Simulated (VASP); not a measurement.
# Bi2Se3 (R-3m) in VASP: notebook

The runs below take Bi2Se3 through single point, with PBEsol.

Program: VASP 6.6.1. These are calculated values, not measurements. Logs are shortened: lines on timing, memory, paths and dates and some standing lists are left out, and cuts for length are marked.

## 1. The cell of the first run

It takes space group R-3m (No. 166, trigonal). Conventional cell: a = 4.129 Å, b = 4.129 Å, c = 28.540 Å, α = 90.00°, β = 90.00°, γ = 120.00°. Within 3.7 Å of Bi (site symmetry 3m) lie 6 Se at 2.84 to 3.06 Å. Se (site symmetry -3m) has 6 Bi at 3.06 Å and 12 Se at 4.13 to 4.21 Å within 4.3 Å. Within 3.7 Å of Se (site symmetry 3m) lie 3 Bi at 2.84 Å and 3 Se at 3.51 Å.

## 2. Single point, PBEsol (28.09 Å³/atom)

File INCAR:

```
SYSTEM = Bi2Se3
ALGO = Normal
EDIFF = 1E-6
ENCUT = 520
GGA = PS
ISIF = 2
ISMEAR = -1
LASPH = .TRUE.
LCHARG = .TRUE.
LELF = .TRUE.
LREAL = .FALSE.
LVHAR = .TRUE.
LWAVE = .FALSE.
NBANDS = 32
NELM = 100
PREC = Accurate
SIGMA = 0.03
```

File KPOINTS:

```
k-points
0
G
  6 6 6
  0 0 0
```

File POSCAR:

```
Bi2Se3
1.0
    2.0645711538      1.1919807114      9.5134055809
   -2.0645711538      1.1919807114      9.5134055809
    0.0000000000     -2.3839614228      9.5134055809
Bi Se
2 3
Direct
    0.4008000000      0.4008000000      0.4008000000
    0.5992000000      0.5992000000      0.5992000000
    0.0000000000      0.0000000000      0.0000000000
    0.2117000000      0.2117000000      0.2117000000
    0.7883000000      0.7883000000      0.7883000000
```

Potentials or basis: VASP PAW PBE potentials, release 64 (Bi_d, Se).

Command:

```bash
cat potpaw_PBE.64/Bi_d/POTCAR potpaw_PBE.64/Se/POTCAR > POTCAR
mpirun -np 1 vasp_std > vasp.out
```

OUTCAR:

```text
SYSTEM = Bi2Se3
   EDIFF = 1E-6
   ENCUT = 520
   GGA = PS
   ISIF = 2
   ISMEAR = -1
   LASPH = .TRUE.
   LREAL = .FALSE.
   NELM = 100
   PREC = Accurate

 ion  position               nearest neighbor table
   1  0.401  0.401  0.401-   5 2.84   5 2.84   5 2.84   3 3.06   3 3.06   3 3.06
   2  0.599  0.599  0.599-   4 2.84   4 2.84   4 2.84   3 3.06   3 3.06   3 3.06
   3  0.000  0.000  0.000-   2 3.06   1 3.06   2 3.06   2 3.06   1 3.06   1 3.06
   4  0.212  0.212  0.212-   2 2.84   2 2.84   2 2.84
   5  0.788  0.788  0.788-   1 2.84   1 2.84   1 2.84

  LATTYP: Found a trigonal (rhomboedric) cell.
 ALAT       =     9.8075561590
 COS(alpha) =     0.9113725817

  Lattice vectors:

 A1 = (   2.0645711538,   1.1919807114,   9.5134055809)
 A2 = (  -2.0645711538,   1.1919807114,   9.5134055809)
 A3 = (   0.0000000000,  -2.3839614228,   9.5134055809)

Analysis of symmetry for initial positions (statically):
=====================================================================
 Subroutine PRICEL returns:
 Original cell was already a primitive cell.

 Routine SETGRP: Setting up the symmetry group for a
 trigonal (rhombohedral) supercell.

 Subroutine GETGRP returns: Found 12 space group operations
 (whereof 12 operations were pure point group operations)
 out of a pool of 12 trial point group operations.

The static configuration has the point symmetry D_3d.

Analysis of symmetry for dynamics (positions and initial velocities):
=====================================================================
 Subroutine PRICEL returns:
 Original cell was already a primitive cell.

 Routine SETGRP: Setting up the symmetry group for a
 trigonal (rhombohedral) supercell.

 Subroutine GETGRP returns: Found 12 space group operations
 (whereof 12 operations were pure point group operations)
 out of a pool of 12 trial point group operations.

The dynamic configuration has the point symmetry D_3d.

 Subroutine INISYM returns: Found 12 space group operations
 (whereof 12 operations are pure point group operations),
 and found     1 'primitive' translations

----------------------------------------------------------------------------------------

                                     Primitive cell

  volume of cell :     140.4709

  direct lattice vectors                    reciprocal lattice vectors
     2.064571154  1.191980711  9.513405581     0.242181045  0.139823292  0.035038276
    -2.064571154  1.191980711  9.513405581    -0.242181045  0.139823292  0.035038276
     0.000000000 -2.383961423  9.513405581     0.000000000 -0.279646583  0.035038276

  length of vectors
     9.807556159  9.807556159  9.807556159     0.281833093  0.281833093  0.281833093

  position of ions in fractional coordinates (direct lattice)
     0.400800000  0.400800000  0.400800000
     0.599200000  0.599200000  0.599200000
     0.000000000  0.000000000  0.000000000
     0.211700000  0.211700000  0.211700000
     0.788300000  0.788300000  0.788300000

  ion indices of the primitive-cell ions
   primitive index   ion index
                 1           1
                 2           2
                 3           3
                 4           4
                 5           5

----------------------------------------------------------------------------------------

 KPOINTS: k-points

Automatic generation of k-mesh.
 Grid dimensions read from file:
 generate k-points for:    6    6    6

 Generating k-lattice:

  Cartesian coordinates                     Fractional coordinates (reciprocal lattice)
     0.040363508  0.023303882  0.005839713     0.166666667 -0.000000000 -0.000000000
    -0.040363508  0.023303882  0.005839713    -0.000000000  0.166666667 -0.000000000
     0.000000000 -0.046607764  0.005839713    -0.000000000 -0.000000000  0.166666667

  Length of vectors
     0.046972182  0.046972182  0.046972182

  Shift w.r.t. Gamma in fractional coordinates (k-lattice)
     0.000000000  0.000000000  0.000000000

 Subroutine IBZKPT returns following result:
 ===========================================

 Found     32 irreducible k-points:

 Following reciprocal coordinates:
            Coordinates               Weight
  0.000000  0.000000  0.000000      1.000000
  0.166667 -0.000000  0.000000      6.000000
  0.333333 -0.000000  0.000000      6.000000
  0.500000 -0.000000  0.000000      3.000000
  0.166667  0.166667 -0.000000      6.000000
  0.333333  0.166667  0.000000     12.000000
[... 16 lines left out ...]
  0.500000  0.500000  0.166667      6.000000
 -0.333333  0.500000  0.166667     12.000000
 [... further k-points ...]
   k-points           NKPTS =     32   k-points in BZ     NKDIM =     32   number of bands    NBANDS=     32
   number of dos      NEDOS =    301   number of ions     NIONS =      5
   total plane-waves  NPLWV = 512000
   dimension x,y,z NGX =    80 NGY =   80 NGZ =   80
   dimension x,y,z NGXF=   160 NGYF=  160 NGZF=  160
   ions per type =               2   3
   NGX,Y,Z   is equivalent  to a cutoff of  13.56, 13.56, 13.56 a.u.
   NGXF,Y,Z  is equivalent  to a cutoff of  27.12, 27.12, 27.12 a.u.
 SYSTEM =  Bi2Se3
   PREC   = accura    normal or accurate (medium, high low for compatibility)
   ISTART =      0    job   : 0-new  1-cont  2-samecut
   ICHARG =      2    charge: 1-file 2-atom 10-const
   ISPIN  =      1    spin polarized calculation?
   LNONCOLLINEAR =      F non collinear calculations
   LSORBIT =      F    spin-orbit coupling
   LASPH  =      T    aspherical Exc in radial PAW
   ENCUT  =  520.0 eV  38.22 Ry    6.18 a.u.  18.24 18.24 18.24*2*pi/ulx,y,z
   NELM   =    100;   NELMIN=  2; NELMDL= -5     # of ELM steps
   EDIFF  = 0.1E-05   stopping-criterion for ELM
   LREAL  =      F    real-space projection
   EDIFFG = 0.1E-04   stopping-criterion for IOM
   NSW    =      0    number of steps for IOM
   IBRION =     -1    ionic relax: 0-MD 1-quasi-New 2-CG
   NFREE  =      0    steps in history (QN), initial steepest desc. (CG)
   ISIF   =      2    stress and relaxation
   ISYM   =      2    0-nonsym 1-usesym 2-fastsym
   POTIM  = 0.5000    time-step for ionic-motion
   TEBEG  =    0.0;   TEEND  =   0.0 temperature during run
   PSTRESS=    0.0 pullay stress
   NELECT =      48.0000    total number of electrons
   NUPDOWN=      -1.0000    fix difference up-down
   EMIN   =  10.00;   EMAX   =-10.00  energy-range for DOS
   EFERMI =   0.00;   METHOD = LEGACY
   ISMEAR =    -1;   SIGMA  =   0.03  broadening in eV -4-tet -1-fermi 0-gaus
   EFERMI_NEDOS =   21; number of points for ismear=-14 and -15
   IALGO  =     38    algorithm
   IMIX   =      4    mixing-type and parameters
     AMIX     =   0.40;   BMIX     =  1.00
     AMIX_MAG =   1.60;   BMIX_MAG =  1.00
  volume/ion in A,a.u.               =      28.09       189.59
  Fermi-wavevector in a.u.,A,eV,Ry     =   1.144528  2.162845 17.822878  1.309945
  Thomas-Fermi vector in A             =   2.281220
   LORBIT       =      0    0 simple, 1 ext, 2 COOP (PROOUT), +10 PAW based schemes
   GGA     = PS    functional components
   LHFCALC =     F    Hartree Fock is set to
   AEXX    =    0.0000 exact exchange contribution
   IVDW    =     0    specifies the selected vdW correction
   LEPSILON=     F    determine dielectric tensor
   LRPA    =     F    only Hartree local field effects (RPA)
 non-spin polarized calculation
  energy-cutoff  :      520.00
  volume of cell :      140.47
 maximum number of plane-waves:      3833
 NGX is ok and might be reduce to    80
   NGX = 37   NGY = 37   NGZ = 37

 number of electron      47.9999997 magnetization

 Free energy of the ion-electron system (eV)
  ---------------------------------------------------
  ext. energy  EPLUGINS =         0.00000000
  ---------------------------------------------------
  free energy    TOTEN  =       -22.04910900 eV

  energy without entropy =      -22.04892871  energy(sigma->0) =      -22.04901886

 E-fermi :   5.0137     XC(G=0):  -9.7269

 val. band max:        4.9470453900   @ k =   0.0000   0.0000   0.0000
 cond. band min:       5.0804564370   @ k =   0.0000   0.0000   0.0000
 fundamental gap:      0.1334110470
 Fermi energy:         5.0137444683

 k-point     1 :       0.0000    0.0000    0.0000
  band No.  band energies     occupation
      1     -18.0973      2.00000
      2     -18.0973      2.00000
      3     -18.0953      2.00000
      4     -18.0953      2.00000
      5     -18.0857      2.00000
      6     -18.0830      2.00000
[... 24 lines left out ...]
     31      10.6728      0.00000
     32      11.8791      0.00000

 k-point     2 :       0.1667   -0.0000    0.0000
  band No.  band energies     occupation
      1     -18.1018      2.00000
      2     -18.0990      2.00000
      3     -18.0910      2.00000
      4     -18.0890      2.00000
      5     -18.0821      2.00000
      6     -18.0794      2.00000
[... 24 lines left out ...]
     31       9.9385      0.00000
     32      10.8389      0.00000

 k-point     3 :       0.3333   -0.0000    0.0000
  band No.  band energies     occupation
      1     -18.1130      2.00000
      2     -18.1083      2.00000
      3     -18.0863      2.00000
      4     -18.0841      2.00000
      5     -18.0815      2.00000
      6     -18.0808      2.00000
[... 24 lines left out ...]
     31       9.4456      0.00000
     32      11.3211      0.00000

 k-point     4 :       0.5000   -0.0000    0.0000
  band No.  band energies     occupation
      1     -18.1192      2.00000
      2     -18.1134      2.00000
      3     -18.0891      2.00000
      4     -18.0841      2.00000
      5     -18.0841      2.00000
      6     -18.0793      2.00000
[... 654 lines left out ...]
     31       9.4227      0.00000
     32      11.7247      0.00000

 k-point    23 :       0.5000    0.5000    0.1667
  band No.  band energies     occupation
      1     -18.1129      2.00000
      2     -18.1084      2.00000
      3     -18.0863      2.00000
      4     -18.0841      2.00000
      5     -18.0816      2.00000
      6     -18.0808      2.00000
[... 24 lines left out ...]
     31       9.3294      0.00000
     32      11.0878      0.00000

 k-point    24 :      -0.3333    0.5000    0.1667
  band No.  band energies     occupation
      1     -18.1118      2.00000
      2     -18.1076      2.00000
      3     -18.0889      2.00000
      4     -18.0844      2.00000
      5     -18.0832      2.00000
      6     -18.0804      2.00000
[... 24 lines left out ...]
     31       9.9130      0.00000
     32      11.3276      0.00000

 [... further k-points ...]
[... 5 lines left out ...]
  --------------------------------------------------------------------------------------
  -------------------------------------------------------------------------------------
  Total        0.2941166      0.2941166      0.3211151      0.0000000      0.0000000      0.0000000
  in kB        3.3546237      3.3546237      3.6625617      0.0000000      0.0000000      0.0000000
  external PRESSURE =       3.4572697 kB  Pullay stress =       0.0000000 kB

 VOLUME and BASIS-vectors are now :
 -----------------------------------------------------------------------------
  energy-cutoff  :      520.00
  volume of cell :      140.47
      direct lattice vectors                 reciprocal lattice vectors
     2.064571154  1.191980711  9.513405581     0.242181045  0.139823292  0.035038276
    -2.064571154  1.191980711  9.513405581    -0.242181045  0.139823292  0.035038276
     0.000000000 -2.383961423  9.513405581     0.000000000 -0.279646583  0.035038276

 POSITION                                       TOTAL-FORCE (eV/Angst)
 -----------------------------------------------------------------------------------
      0.00000      0.00000     11.43892         0.000000     -0.000000     -0.223082
      0.00000      0.00000     17.10130         0.000000     -0.000000      0.223082
      0.00000      0.00000      0.00000         0.000000     -0.000000     -0.000000
      0.00000      0.00000      6.04196         0.000000      0.000000     -0.176738
      0.00000      0.00000     22.49825         0.000000      0.000000      0.176738
 -----------------------------------------------------------------------------------
    total drift:                                0.000000      0.000000     -0.000000

  FREE ENERGIE OF THE ION-ELECTRON SYSTEM (eV)
  ---------------------------------------------------
  free  energy   TOTEN  =       -22.0491089985 eV

  energy  without entropy=      -22.0489287118  energy(sigma->0) =      -22.04901886
```

It took 10 min on 1 thread of AMD EPYC 9R45 (Zen 5), shared host; peak memory 0.91 GiB.

What came out:

```yaml
Free_energy: -22.0491 eV
Pressure: 0.3 GPa
Largest_force: 0.223 eV/Å
Band_gap_on_the_k_mesh: 0.13 eV
```

Forces on the atoms (eV/Å):
```
Bi   0.000  0.000 -0.223
Bi   0.000  0.000  0.223
Se   0.000  0.000  0.000
Se   0.000  0.000 -0.177
Se   0.000  0.000  0.177
```

Levels at points of the mesh, in eV from the valence-band top:
```csv
k point,band 21,band 22,band 23,band 24,band 25,band 26,band 27,band 28
"(0.00, 0.00, 0.00)",-1.90,-1.23,-1.23,0.00,0.13,1.35,1.35,2.08
"(0.50, 0.00, 0.00)",-3.07,-2.21,-1.25,-0.57,0.76,1.89,2.90,3.15
"(0.50, 0.50, 0.00)",-1.94,-1.93,-1.67,-1.02,1.27,1.90,2.59,2.97
"(0.50, 0.50, 0.50)",-1.59,-1.40,-1.40,-0.47,0.57,1.67,1.67,2.02
```

Caveat: the PAW data sets were made with another functional, which shifts forces and pressure a little; spin-orbit coupling is left out, which moves the levels of the heavy elements.

## 3. Single point, PBEsol (28.95 Å³/atom)

This run uses another cell than the first one, of 28.95 Å³/atom.

File INCAR:

```
SYSTEM = Bi2Se3
PREC = Accurate
ENCUT = 520
EDIFF = 1E-6
ISMEAR = -1
SIGMA = 0.03
LREAL = .False.
LASPH = .True.
NELM = 100
ALGO = Normal
ISIF = 2
LWAVE = .False.
LCHARG = .True.
GGA = PS
LELF = .True.
LVHAR = .True.
NBANDS = 32
```

File KPOINTS:

```
Automatic mesh
0
Gamma
  6 6 6
  0 0 0
```

POSCAR: that of step 2 with these lines changed.

```diff
@@ -2,5 +2,5 @@
 1.0
-    2.0645711538      1.1919807114      9.5134055809
-   -2.0645711538      1.1919807114      9.5134055809
-    0.0000000000     -2.3839614228      9.5134055809
+    2.0852182350      1.2039013093      9.6085459482
+   -2.0852182350      1.2039013093      9.6085459482
+    0.0000000000     -2.4078026186      9.6085459482
 Bi Se
```

Potentials or basis: VASP PAW PBE potentials, release 64 (Bi_d, Se).

Command:

```bash
cat potpaw_PBE.64/Bi_d/POTCAR potpaw_PBE.64/Se/POTCAR > POTCAR
mpirun -np 1 vasp_std > vasp.out
```

Wall time 10 min (1 thread of AMD EPYC 9R45 (Zen 5), shared host); peak memory 0.91 GiB.

It converged, with:

| Quantity | Value |
| --- | --- |
| Free energy | -22.0344 eV |
| Pressure | -1.5 GPa |
| Largest force | 0.131 eV/Å |
| Band gap on the k mesh | 0.16 eV |

Forces in eV/Å, atoms in the order of the input:
```
Bi   0.000  0.000 -0.131
Bi   0.000  0.000  0.131
Se   0.000  0.000  0.000
Se   0.000  0.000  0.054
Se   0.000  0.000 -0.054
```

Levels at points of the mesh, in eV from the valence-band top:
```csv
k point,band 20,band 21,band 22,band 23,band 24,band 25,band 26,band 27,band 28,band 29
"(0.00, 0.00, 0.00)",-1.79,-1.79,-1.14,-1.14,0.00,0.16,1.38,1.38,2.08,2.68
"(0.50, 0.00, 0.00)",-2.93,-2.93,-2.08,-1.16,-0.54,0.80,1.91,2.92,3.09,4.07
"(0.50, 0.50, 0.00)",-2.50,-1.86,-1.83,-1.56,-0.97,1.31,1.93,2.56,2.93,3.46
"(0.50, 0.50, 0.50)",-1.56,-1.56,-1.30,-1.30,-0.46,0.60,1.69,1.69,2.00,2.35
```

Caveat: the PAW data sets were made with another functional, which shifts forces and pressure a little; spin-orbit coupling is left out, which moves the levels of the heavy elements.

## 4. Single point, PBEsol (30.08 Å³/atom)

This run uses another cell than the first one, of 30.08 Å³/atom.

File INCAR:

```
  PREC = Accurate
  ENCUT = 520
  EDIFF = 1E-6
  ISMEAR = -1
  SIGMA = 0.03
  LREAL = F
  LASPH = T
  NELM = 100
  ALGO = Normal
  ISIF = 2
  LWAVE = F
  LCHARG = F
  GGA = PS
  NBANDS = 32
```

File KPOINTS:

```
regular mesh
0
Gamma
  6 6 6
```

POSCAR: that of step 3 with these lines changed.

```diff
@@ -2,5 +2,5 @@
 1.0
-    2.0852182350      1.2039013093      9.6085459482
-   -2.0852182350      1.2039013093      9.6085459482
-    0.0000000000     -2.4078026186      9.6085459482
+    2.1121272447      1.2194372332      9.7325408622
+   -2.1121272447      1.2194372332      9.7325408622
+    0.0000000000     -2.4388744666      9.7325408622
 Bi Se
```

Command:

```bash
cat potpaw_PBE.64/Bi_d/POTCAR potpaw_PBE.64/Se/POTCAR > POTCAR
mpirun -np 1 vasp_std > vasp.out
```

It took 9.5 min on 1 thread of AMD EPYC 9R45 (Zen 5), shared host; peak memory 0.91 GiB.

It converged, with:

| Item | Value |
| --- | --- |
| Free energy | -21.9462 eV |
| Pressure | -3.5 GPa |
| Largest force | 0.324 eV/Å |
| Band gap on the k mesh | 0.18 eV |

Forces in eV/Å, atoms in the order of the input:
```
Bi   0.000  0.000 -0.020
Bi   0.000  0.000  0.020
Se   0.000  0.000  0.000
Se   0.000  0.000  0.324
Se   0.000  0.000 -0.324
```

Stress tensor (GPa, compression positive):
```
-3.54  0.00  0.00
 0.00 -3.54  0.00
 0.00  0.00 -3.43
```

Levels at points of the mesh, in eV from the valence-band top:
| k point | band 22 | band 23 | band 24 | band 25 | band 26 | band 27 |
| --- | --- | --- | --- | --- | --- | --- |
| (0.00, 0.00, 0.00) | -1.02 | -1.02 | 0.00 | 0.18 | 1.42 | 1.42 |
| (0.50, 0.00, 0.00) | -1.93 | -1.05 | -0.51 | 0.83 | 1.92 | 2.93 |
| (0.50, 0.50, 0.00) | -1.70 | -1.42 | -0.91 | 1.34 | 1.95 | 2.52 |
| (0.50, 0.50, 0.50) | -1.17 | -1.17 | -0.44 | 0.63 | 1.70 | 1.70 |

Caveat: the cell stands under tension; the PAW data sets were made with another functional, which shifts forces and pressure a little; spin-orbit coupling is left out, which moves the levels of the heavy elements.

## 5. The runs side by side

| cell | gap on the mesh (eV) | pressure (GPa) | largest force (eV/Å) |
| --- | --- | --- | --- |
| a = 9.808 Å, angles 24.3°, 5 atoms | 0.13 | 0.3 | 0.22 |
| a = 9.906 Å, angles 24.3°, 5 atoms | 0.16 | -1.5 | 0.13 |
| a = 10.033 Å, angles 24.3°, 5 atoms | 0.18 | -3.5 | 0.32 |

Alike in all rows: task single point; level PBEsol; potentials or basis VASP PAW PBE potentials, release 64 (Bi_d, Se); no spin polarisation; k mesh 6 × 6 × 6; cutoff (eV) 520; smearing fermi-dirac 0.03 eV.

Caveats: the PAW data sets were made with another functional, which shifts forces and pressure a little; spin-orbit coupling is left out, which moves the levels of the heavy elements; the cell stands under tension (at least some runs).

Total energies depend on the potentials used, so only differences within one code and one set of settings carry meaning.
